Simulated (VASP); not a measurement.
# Ti3N3O in VASP: settings compared, part 3 of 3

VASP 6.6.1.

## Step 5: Single point, PBEsol

Contents of INCAR:

```
SYSTEM = Ti3N3O
ALGO = Normal
DIPOL = 0.5 0.5 0.357
EDIFF = 1E-6
ENCUT = 520
GGA = PS
GGA_COMPAT = .False.
IDIPOL = 3
ISIF = 2
ISMEAR = -1
LASPH = .True.
LCHARG = .False.
LDIPOL = .True.
LREAL = .False.
LWAVE = .False.
NBANDS = 38
NELM = 120
NELMDL = -8
PREC = Accurate
SIGMA = 0.1
```

Contents of KPOINTS:

```
k-points
0
Gamma
  9 9 1
  0 0 0
```

Contents of POSCAR:

```
Ti3N3O
1.0
    3.0028555065      0.0000000000      0.0000000000
   -1.5014277533      2.6005491526      0.0000000000
    0.0000000000      0.0000000000     21.5541471922
N Ti O
3 3 1
Direct
    0.3333333333      0.6666666667      0.1855791354
    0.0000000000      0.0000000000      0.2993308525
    0.6666666667      0.3333333333      0.4147299352
    0.6666666667      0.3333333333      0.2424549940
    0.3333333333      0.6666666667      0.3575097830
   -0.0399398446      0.0521635833      0.4760629145
    0.1666666667      0.6666666667      0.5218912851
```

Potentials or basis: VASP PAW PBE potentials, release 64 (N, Ti_sv, O).

Command:

```
$ cat potpaw_PBE.64/N/POTCAR potpaw_PBE.64/Ti_sv/POTCAR potpaw_PBE.64/O/POTCAR > POTCAR
$ mpirun -np 1 vasp_std > vasp.out
```

OUTCAR:

```text
SYSTEM = Ti3N3O
   EDIFF = 1E-6
   ENCUT = 520
   GGA = PS
   ISIF = 2
   ISMEAR = -1
   LASPH = .True.
   LREAL = .False.
   NELM = 120
   NELMDL = -8
   PREC = Accurate

 ion  position               nearest neighbor table
   1  0.333  0.667  0.186-   4 2.12   4 2.12   4 2.12
   2  0.000  0.000  0.299-   4 2.12   4 2.12   4 2.12   5 2.14   5 2.14   5 2.14
   3  0.667  0.333  0.415-   6 2.00   5 2.13   5 2.13   5 2.13   6 2.27   6 2.30
   4  0.667  0.333  0.242-   2 2.12   2 2.12   2 2.12   1 2.12   1 2.12   1 2.12
   5  0.333  0.667  0.358-   3 2.13   3 2.13   3 2.13   2 2.14   2 2.14   2 2.14
   6  0.960  0.052  0.476-   7 1.85   7 1.90   3 2.00   3 2.27   7 2.29   3 2.30
   7  0.167  0.667  0.522-   6 1.85   6 1.90   6 2.29

  LATTYP: Found a hexagonal cell.
 ALAT       =     3.0028555065
 C/A-ratio  =     7.1778835663

  Lattice vectors:

 A1 = (   3.0028555065,   0.0000000000,   0.0000000000)
 A2 = (  -1.5014277533,   2.6005491526,   0.0000000000)
 A3 = (   0.0000000000,   0.0000000000,  21.5541471922)

Analysis of symmetry for initial positions (statically):
[... 196 lines left out ...]
      2     -58.0027      2.00000
      3     -56.8845      2.00000
      4     -34.8633      2.00000
      5     -34.5634      2.00000
      6     -34.4917      2.00000
[... 973 lines left out ...]
     37       2.6539      0.00000
     38       2.9305      0.00000

 [... further k-points ...]

------------------------ aborting loop because EDIFF is reached ----------------------------------------

 vacuum level on the upper side and lower side of the slab       (xc-potential included)        -1.333         0.874

  FORCE on cell =-STRESS in cart. coord.  units (eV):
  Direction    XX          YY          ZZ          XY          YZ          ZX
  --------------------------------------------------------------------------------------
  -------------------------------------------------------------------------------------
  Total       -4.2934628     -3.7636920     -7.0468310     -0.7784040     -0.3266806      4.0035608
  in kB      -40.8684285    -35.8256695    -67.0770717     -7.4094380     -3.1095936     38.1089221
  external PRESSURE =     -47.9237232 kB  Pullay stress =       0.0000000 kB

 VOLUME and BASIS-vectors are now :
 -----------------------------------------------------------------------------
  energy-cutoff  :      520.00
  volume of cell :      168.32
      direct lattice vectors                 reciprocal lattice vectors
     3.002855506  0.000000000  0.000000000     0.333016357  0.192267083  0.000000000
    -1.501427753  2.600549153  0.000000000     0.000000000  0.384534166  0.000000000
     0.000000000  0.000000000 21.554147192     0.000000000  0.000000000  0.046394784

 POSITION                                       TOTAL-FORCE (eV/Angst)
 -----------------------------------------------------------------------------------
     -0.00000      1.73370      4.00000        -0.022065      0.014765      4.489252
      0.00000      0.00000      6.45182        -0.027622      0.040337      1.337965
      1.50143      0.86685      8.93915        -1.450748      0.254785     -0.186771
      1.50143      0.86685      5.22591         0.059838     -0.003632     -5.212224
     -0.00000      1.73370      7.70582        -0.193416     -0.155503     -0.012810
      2.80460      0.13565     10.26113        -0.035961      0.010766     -0.116081
     -0.50048      1.73370     11.24892         1.669975     -0.161517     -0.299330
 -----------------------------------------------------------------------------------
    total drift:                                0.000005     -0.000062     -0.000528

  FREE ENERGIE OF THE ION-ELECTRON SYSTEM (eV)
  ---------------------------------------------------
  free  energy   TOTEN  =       -67.2470046685 eV

  energy  without entropy=      -67.1516333305  energy(sigma->0) =      -67.19931900

 vacuum level on the upper side and lower side of the slab         5.185         7.449
```

OSZICAR:

```text
N       E                     dE             d eps       ncg     rms          rms(c)
DAV:   1     0.783596649168E+03    0.78360E+03   -0.29521E+04  3364   0.153E+03
DAV:   2     0.472128780806E+02   -0.73638E+03   -0.71171E+03  3510   0.485E+02
DAV:   3    -0.738833859720E+02   -0.12110E+03   -0.11893E+03  4686   0.181E+02
[... 26 lines left out ...]
DAV:  30    -0.672469834285E+02   -0.35987E-04   -0.94305E-06  2952   0.135E-02    0.284E-03
DAV:  31    -0.672469970993E+02   -0.13671E-04   -0.15433E-06  2452   0.704E-03    0.450E-03
DAV:  32    -0.672470015927E+02   -0.44934E-05   -0.18825E-06  2382   0.899E-03    0.315E-03
DAV:  33    -0.672470040391E+02   -0.24465E-05   -0.46409E-07  2174   0.412E-03    0.236E-03
DAV:  34    -0.672470046685E+02   -0.62938E-06   -0.21514E-07  1984   0.240E-03
   1 F= -.67247005E+02 E0= -.67199319E+02  d E =-.953713E-01
```

It took 18 min on 1 thread of Intel Xeon 8259CL, shared host; peak memory 0.43 GiB.

What came out:

- Free energy: -67.2470 eV
- Largest force: 5.213 eV/Å
- Band gap on the k mesh: zero (an odd number of electrons rules out a gap without spin polarisation)

Forces on the atoms (eV/Å):
```
N   -0.022  0.015  4.489
N   -0.028  0.040  1.338
N   -1.451  0.255 -0.187
Ti   0.060 -0.004 -5.212
Ti  -0.193 -0.156 -0.013
Ti  -0.036  0.011 -0.116
O    1.670 -0.162 -0.299
```

Caveat: the PAW data sets were made with another functional, which shifts forces and pressure a little; an odd number of electrons without spin polarisation forces a metal; a magnetic or distorted state may lie lower.

## Step 6: The runs side by side

| level | cell | smearing | gap on the mesh (eV) | largest force (eV/Å) |
| --- | --- | --- | --- | --- |
| PBE | as given, atomic positions A | gaussian 0.1 eV | none | 5.31 |
| PBE | as given, atomic positions B | gaussian 0.1 eV | none | 5.47 |
| PBE | as given, atomic positions C | gaussian 0.1 eV | none | 5.60 |
| PBEsol | as given, atomic positions B | fermi-dirac 0.1 eV | none | 5.21 |

Alike in all rows: task single point; potentials or basis VASP PAW PBE potentials, release 64 (N, Ti_sv, O); no spin polarisation; k mesh 9 × 9 × 1; cutoff (eV) 520.

Caveats: an odd number of electrons without spin polarisation forces a metal; a magnetic or distorted state may lie lower; the PAW data sets were made with another functional, which shifts forces and pressure a little (at least some runs).

Absolute energies hang on the potentials; compare differences alone.
